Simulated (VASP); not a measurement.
Crystal: P2Se2O.

```
P Se O
1.0
    -2.22415    2.22415    5.13908
     2.22415   -2.22415    5.13908
     2.22415    2.22415   -5.13908
P Se O
2 2 1
Direct
  0.75000 0.25000 0.50000
  0.25000 0.75000 0.50000
  0.37500 0.37500 0.00000
  0.62500 0.62500 0.00000
  0.00000 0.00000 0.00000
```

The cell was generated, and may not be a known phase.

```yaml
Program: VASP 6.6.1
Task: relaxation of cell and atoms
Functional: PBE
Dispersion: D3(BJ)
Potentials_or_basis: VASP PAW PBE potentials, release 64 (P, Se, O)
Cutoff: 600 eV
k_mesh: 6 × 6 × 6
Occupations: gaussian, width 0.1 eV
Spin: no spin polarisation
```

At the start: pressure -5.4 GPa; volume 20.34 Å³/atom.

Question: How do energy, volume and symmetry change on relaxing?

Answer: Over 39 steps the energy falls by 476.9 meV/atom and the volume is 16.93 Å³/atom (-16.8 %); space group I4/mmm (No. 139, to 0.1 Å) before and after.

Step by step:
| step | energy change (eV) | largest force (eV/Å) | pressure (GPa) | volume (Å³) |
| --- | --- | --- | --- | --- |
| 1 | 0.0000 | 2.4833 | -5.36 | 101.69 |
| 2 | -0.5601 | 0.9627 | 1.27 | 91.99 |
| 3 | -0.5682 | 0.6519 | 2.77 | 90.57 |
| 4 | -0.6967 | 0.2933 | 1.34 | 93.01 |
| 5 | -0.7839 | 0.1870 | -0.55 | 96.85 |
| 6 | -0.7856 | 0.2635 | -0.84 | 97.48 |
| 7 | -0.8592 | 0.0612 | -1.34 | 96.52 |
| 8 | -0.9350 | 0.2622 | -1.66 | 94.99 |
| 9 | -1.1311 | 1.2811 | -1.80 | 91.15 |
| 10 | -0.5708 | 8.9164 | 9.86 | 80.08 |
| 11 | -1.1904 | 1.7515 | -1.26 | 89.64 |
| 12 | -1.2745 | 3.8771 | 0.85 | 85.27 |
| 13 | -1.2915 | 2.7161 | -0.56 | 87.25 |
| 14 | -1.3007 | 3.1454 | -0.12 | 86.46 |
| 15 | -1.3101 | 3.2072 | -0.13 | 86.36 |
| 16 | -1.3330 | 3.3996 | -0.10 | 86.05 |
| 17 | -1.3595 | 3.8728 | 0.33 | 85.39 |
| 18 | -1.3551 | 5.1293 | 2.22 | 83.87 |
| 19 | -1.4132 | 5.2001 | 2.27 | 83.58 |
| 20 | -1.5221 | 5.2696 | 3.46 | 82.57 |
| 21 | -0.9615 | 3.3964 | 12.95 | 79.99 |
| 22 | -1.4480 | 5.6209 | 4.22 | 82.32 |
| 23 | -1.3666 | 5.0067 | 7.74 | 81.24 |
| 24 | -1.4394 | 5.5800 | 5.03 | 82.04 |
| 25 | -1.6311 | 4.6670 | 4.36 | 82.21 |
| 26 | -1.9998 | 2.2193 | 3.55 | 82.74 |
| 27 | -1.8986 | 2.1170 | 5.84 | 83.79 |
| 28 | -2.0889 | 0.3975 | 3.97 | 83.17 |
| 29 | -2.1640 | 0.4900 | 2.82 | 83.66 |
| 30 | -2.3045 | 0.6890 | -0.10 | 85.10 |
| 31 | -2.3092 | 0.6880 | -3.69 | 87.86 |
| 32 | -2.3382 | 0.7946 | -2.67 | 86.80 |
| 33 | -2.3405 | 0.7783 | -1.88 | 86.20 |
| 34 | -2.3413 | 0.7880 | -2.18 | 86.40 |
| 35 | -2.3627 | 0.5681 | -1.55 | 85.83 |
| 36 | -2.3842 | 0.0461 | 0.10 | 84.45 |
| 37 | -2.3842 | 0.0606 | 0.06 | 84.49 |
| 38 | -2.3843 | 0.0477 | 0.03 | 84.53 |
| 39 | -2.3844 | 0.0146 | -0.02 | 84.63 |

Final structure:
```yaml
crystal:
  lattice:
    - [-2.56610, 2.56610, 3.21309]
    - [2.56610, -2.56610, 3.21309]
    - [2.56610, 2.56610, -3.21309]
  atoms:
    - { symbol: P, position: [0.75000, 0.25000, 0.50000] }
    - { symbol: P, position: [0.25000, 0.75000, 0.50000] }
    - { symbol: Se, position: [0.29755, 0.29755, 0.00000] }
    - { symbol: Se, position: [0.70245, 0.70245, 0.00000] }
    - { symbol: O, position: [0.00000, 0.00000, 0.00000] }
```

Caveat: the volume moved by over 15 % at a fixed basis, so the end points are rough.
